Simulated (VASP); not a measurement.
Write the native input for VASP 6.6.1 that does the following.

| Quantity | Value |
| --- | --- |
| Task | relaxation of cell and atoms |
| Functional | PBE |
| Potentials or basis | VASP PAW PBE potentials, release 64 (V_sv) |
| Cutoff | 500 eV |
| k mesh | 20 × 20 × 20 |
| Occupations | fermi-dirac, width 0.15 eV |
| Spin | no spin polarisation |
| Dipole correction | no |
| Further INCAR settings | ALGO = Normal; EDIFF = 1e-07; IBRION = 2; EDIFFG = -0.001; NSW = 80; ISIF = 3 |

The structure of V lies in POSCAR:

```
V
1.0
   -1.4986106534      1.4986106534      1.4986106534
    1.4986106534     -1.4986106534      1.4986106534
    1.4986106534      1.4986106534     -1.4986106534
V
1
Direct
    0.0000000000      0.0000000000      0.0000000000
```

These files were run (other wordings do the same):

INCAR

```
SYSTEM = V
PREC     = Accurate       ! precision mode
ENCUT    = 500            ! plane-wave cutoff, eV
EDIFF    = 1E-7           ! SCF threshold, eV
ISMEAR   = -1             ! smearing method
SIGMA    = 0.15           ! smearing width, eV
LREAL    = .FALSE.        ! projectors in reciprocal space
LASPH    = .TRUE.         ! aspherical terms in the spheres
NELM     = 120            ! most SCF steps
ALGO     = Normal         ! electronic algorithm
ISIF     = 3              ! what is computed and relaxed
LWAVE    = .FALSE.        ! write WAVECAR
LCHARG   = .FALSE.        ! write CHGCAR
GGA      = PE             ! functional
IBRION   = 2              ! ionic algorithm
NSW      = 80             ! ionic steps
EDIFFG   = -0.001         ! ionic threshold
GGA_COMPAT= .FALSE.      
NELMIN   = 4
```

KPOINTS

```
Automatic mesh
0
G
  20 20 20
  0 0 0
```

Potentials or basis: VASP PAW PBE potentials, release 64 (V_sv).

The run is started by

```sh
$ cat potpaw_PBE.64/V_sv/POTCAR > POTCAR
$ mpirun -np 1 vasp_std > vasp.out
```

Results of the run:

```json
{
 "Relaxed volume": "13.52 Å³/atom",
 "Relaxed cell": "a = 2.599 Å, b = 2.599 Å, c = 2.599 Å, α = 109.47°, β = 109.47°, γ = 109.47°",
 "Space group after relaxing (to 0.05 Å)": "Im-3m (No. 229)",
 "Energy gained by relaxing": "0.1 meV/atom",
 "Ionic steps": "3",
 "Pressure after relaxing": "0.0 GPa"
}
```

Run time: 73 s on 1 thread of AMD EPYC 9R45 (Zen 5), on a shared host, peak memory 0.12 GiB.
